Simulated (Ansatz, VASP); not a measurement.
## AlN: VASP beside Ansatz

```xyz
4
Lattice="3.1294 0.0000 0.0000 -1.5647 2.7101 0.0000 0.0000 0.0000 5.0078" Properties=species:S:1:pos:R:3 pbc="T T T"
Al    0.0000    1.8068   -0.0048
Al    1.5647    0.9034    2.4991
N     0.0000    1.8068    1.9077
N     1.5647    0.9034    4.4116
```

Alike in both runs: functional PBEsol; k mesh 8 × 8 × 6; no spin polarisation.

Ansatz relaxed the structure, and its values are those at the end. VASP's run is a single point on that final structure, the one shown.

|  | VASP | Ansatz |
| --- | --- | --- |
| version | VASP 6.6.1 | Ansatz 0.2.0 |
| potentials or method | VASP PAW PBE potentials, release 64 (Al, N), cutoff 520 eV | all-electron LAPW, scalar-relativistic |
| occupations | gaussian, width 0.01 eV | fixed |

Ansatz gave:

| Property | Result |
| --- | --- |
| gap on the k mesh at the Fermi level (eV) | 3.98 |
| pressure (GPa) | -3.0 |

Question: Estimate VASP's values.

Answer: gap on the k mesh at the Fermi level (eV): 3.98; pressure (GPa): -2.9.

VASP's potentials were made for PBE, not for PBEsol. Ansatz ran all-electron here, and VASP with PAW potentials.
